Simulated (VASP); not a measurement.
A run of VASP 6.6.1 is set up as follows.

The input INCAR:

```
SYSTEM = Ru
AGGAC    = 1.0          
AGGAX    = 1.0          
ALDAC    = 0.0          
ALDAX    = 1.0          
ALGO     = Normal         ! electronic algorithm
EDIFF    = 1E-7           ! SCF threshold, eV
ENCUT    = 520            ! plane-wave cutoff, eV
GGA      = B5             ! functional
ISIF     = 2              ! what is computed and relaxed
ISMEAR   = -1             ! smearing method
LASPH    = .True.         ! aspherical terms in the spheres
LCHARG   = .False.        ! write CHGCAR
LREAL    = .False.        ! projectors in reciprocal space
LWAVE    = .False.        ! write WAVECAR
NBANDS   = 13             ! bands
NELM     = 100            ! most SCF steps
PREC     = Accurate       ! precision mode
SIGMA    = 0.1            ! smearing width, eV
```

The input KPOINTS:

```
k-points
0
Gamma
  16 16 16
  0 0 0
```

Contents of POSCAR:

```
Ru
1.0
    0.0000000000      1.9097811657      1.9097811657
    1.9097811657      0.0000000000      1.9097811657
    1.9097811657      1.9097811657      0.0000000000
Ru
1
Direct
    0.0000000000      0.0000000000      0.0000000000
```

Potentials or basis: VASP PAW PBE potentials, release 64 (Ru_pv).

Command:

```sh
$ cat potpaw_PBE.64/Ru_pv/POTCAR > POTCAR
$ mpirun -np 1 vasp_std > vasp.out
```

Problem. Estimate the band gap on the k mesh.

Solution. Zero (band 7 reaches 14.98 eV, above the bottom of band 8 at 11.54 eV).

Problem. What does it give for the pressure?

Solution. 12.5 GPa.

Caveat: the PAW data sets were made with another functional, which shifts forces and pressure a little.
